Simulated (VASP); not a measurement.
Wanted: the native input for a VASP 6.6.1 run.

- Task: single point
- Functional: r2SCAN
- Potentials or basis: VASP PAW PBE potentials, release 64 (Cd, Se)
- Cutoff: 520 eV
- k mesh: 6 × 6 × 4
- Occupations: gaussian, width 0.01 eV
- Spin: no spin polarisation
- Dipole correction: no
- Further INCAR settings: ALGO = Normal; EDIFF = 1e-07; NBANDS = 26

CdSe (Cadmoselite):

```
Cd Se
1.0
     4.18383    0.00000    0.00000
    -2.09192    3.62330    0.00000
     0.00000    0.00000    6.84652
Cd Se
2 2
Direct
  0.33333 0.66667 0.00515
  0.66667 0.33333 0.50515
  0.33333 0.66667 0.37985
  0.66667 0.33333 0.87985
```

One way to write it, as run:

POSCAR

```
CdSe
1.0
    4.1838312487      0.0000000000      0.0000000000
   -2.0919156244      3.6233041465      0.0000000000
    0.0000000000      0.0000000000      6.8465160370
Cd Se
2 2
Direct
    0.3333333333      0.6666666667      0.0051525361
    0.6666666667      0.3333333333      0.5051525361
    0.3333333333      0.6666666667      0.3798474639
    0.6666666667      0.3333333333      0.8798474639
```

INCAR.step1

```
PREC     = Accurate       # precision mode
ENCUT    = 520            # plane-wave cutoff, eV
ISMEAR   = 0              # smearing method
SIGMA    = 0.01           # smearing width, eV
LREAL    = False          # projectors in reciprocal space
LASPH    = True           # aspherical terms in the spheres
NELM     = 100            # most SCF steps
NBANDS   = 26             # bands
GGA      = PE             # functional
ALGO     = Normal         # electronic algorithm
EDIFF    = 1E-4           # SCF threshold, eV
LWAVE    = True           # write WAVECAR
LCHARG   = False          # write CHGCAR
```

INCAR.step2

```
PREC     = Accurate       # precision mode
ENCUT    = 520            # plane-wave cutoff, eV
EDIFF    = 1E-7           # SCF threshold, eV
ISMEAR   = 0              # smearing method
SIGMA    = 0.01           # smearing width, eV
LREAL    = False          # projectors in reciprocal space
LASPH    = True           # aspherical terms in the spheres
NELM     = 100            # most SCF steps
ALGO     = Normal         # electronic algorithm
ISIF     = 2              # what is computed and relaxed
LWAVE    = False          # write WAVECAR
LCHARG   = False          # write CHGCAR
METAGGA  = R2SCAN         # meta-GGA
LMIXTAU  = True         
NBANDS   = 26             # bands
ISTART   = 1
```

KPOINTS

```
Automatic mesh
0
Gamma
  6 6 4
```

Potentials or basis: VASP PAW PBE potentials, release 64 (Cd, Se).

Launch:

```bash
$ cat potpaw_PBE.64/Cd/POTCAR potpaw_PBE.64/Se/POTCAR > POTCAR
$ cp INCAR.step1 INCAR
$ mpirun -np 1 vasp_std > vasp.out
$ cp INCAR.step2 INCAR
$ mpirun -np 1 vasp_std > vasp.out
```

It gave:

The pressure is 7.4 GPa and the band gap on the k mesh is 1.34 eV, direct.

Caveat: the PAW data sets were made with another functional, which shifts forces and pressure a little.

Run time: 100 s on 1 thread of Intel(R) Xeon(R) 6975P-C (Granite Rapids) (shared host), peak memory 0.25 GiB.
